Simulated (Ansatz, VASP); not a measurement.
# Ti in VASP and in Ansatz

Contents of INCAR:

```
PREC = Accurate
ENCUT = 520
EDIFF = 1E-6
ISMEAR = 0
SIGMA = 0.1
LREAL = F
LASPH = T
NELM = 80
ALGO = Fast
ISIF = 2
LWAVE = F
LCHARG = F
GGA = PE
NBANDS = 19
```

KPOINTS

```
Automatic mesh
0
Gamma
  15 15 8
```

POSCAR

```
Ti
1.0
    3.0400907951      0.0000000000      0.0000000000
   -1.5200453975      2.6327958583      0.0000000000
    0.0000000000      0.0000000000      4.4073704400
Ti
2
Direct
    0.3333333333      0.6666666667      0.2500000000
    0.6666666667      0.3333333333      0.7500000000
```

Input for Ansatz:

```yaml
crystal:
  lattice:
    - [3.0400907951, 0.0, 0.0]
    - [-1.5200453975, 2.6327958583, 0.0]
    - [0.0, 0.0, 4.40737044]
  atoms:
    - { symbol: Ti, position: [0.3333333333, 0.6666666667, 0.25] }
    - { symbol: Ti, position: [0.6666666667, 0.3333333333, 0.75] }
basis:
  ecutwfc: 420
kpoints:
  mp_grid: { grid: [15, 15, 8] }
hamiltonian:
  xc: pbe
scf:
  occupations: { method: gaussian, width: 0.1 }
output:
  forces: true
  stress: true
  eigenvalues: true
```

Alike in both runs: task single point; functional PBE; k mesh 15 × 15 × 8; occupations gaussian, width 0.1 eV; no spin polarisation.

```csv
,VASP,Ansatz
version,VASP 6.6.1,Ansatz 0.2.0
potentials or method,"VASP PAW PBE potentials, release 64 (Ti_sv), cutoff 520 eV","scalar-relativistic, plane waves, PAW"
valence electrons in the cell,24,24
```

```tsv
	VASP	Ansatz	Ansatz less VASP
gap on the k mesh at the Fermi level (eV)	none	none	-
pressure (GPa)	-1.5	-1.2	+0.30
traceless stress, the component that is largest in VASP (GPa)	5.99	6.02	+0.030
```

A gap of «none» marks a metal or a gap that the smearing closes.
